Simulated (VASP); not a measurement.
**As: single point with r2SCAN**

The system is As.

```
As
1.0
     1.79473    1.03619    5.06193
    -1.79473    1.03619    5.06193
     0.00000   -2.07238    5.06193
As
2
Direct
  0.78840 0.78840 0.78840
  0.21160 0.21160 0.21160
```

```json
{
  "Program": "VASP 6.6.1",
  "Task": "single point",
  "Functional": "r2SCAN",
  "Potentials or basis": "VASP PAW PBE potentials, release 64 (As)",
  "Cutoff": "520 eV",
  "k mesh": "12 × 12 × 12",
  "Occupations": "fermi-dirac, width 0.1 eV",
  "Spin": "no spin polarisation"
}
```

The pressure is 0.1 GPa. The largest force is 0.060 eV/Å and the band gap on the k mesh is 0.54 eV, indirect (least direct gap 1.17 eV).

Forces on the atoms (eV/Å):
```
As   0.000  0.000 -0.060
As   0.000  0.000  0.060
```

Stress tensor (GPa, compression positive):
```
0.08 0.00 0.00
0.00 0.08 0.00
0.00 0.00 0.24
```

Levels at points of the mesh, in eV from the valence-band top:
| k point | band 2 | band 3 | band 4 | band 5 | band 6 | band 7 | band 8 | band 9 |
| --- | --- | --- | --- | --- | --- | --- | --- | --- |
| (0.00, 0.00, 0.00) | -7.84 | -2.37 | -1.02 | -1.02 | 1.87 | 2.92 | 2.92 | 8.51 |
| (0.50, 0.00, 0.00) | -10.46 | -4.26 | -2.96 | -2.02 | 0.97 | 1.73 | 3.73 | 6.02 |
| (0.50, 0.50, 0.00) | -10.34 | -4.59 | -3.04 | -2.92 | 1.68 | 3.76 | 4.30 | 6.39 |
| (0.50, 0.50, 0.50) | -8.57 | -1.00 | -1.00 | 0.00 | 1.17 | 2.76 | 2.76 | 6.67 |

Wall time 27 min on 1 thread of AMD EPYC 7R43 64-Core Processor (Zen 3), on a shared host, peak memory 0.29 GiB.

Caveat: the PAW data sets were made with another functional, which shifts forces and pressure a little. A k mesh can miss the band edges.
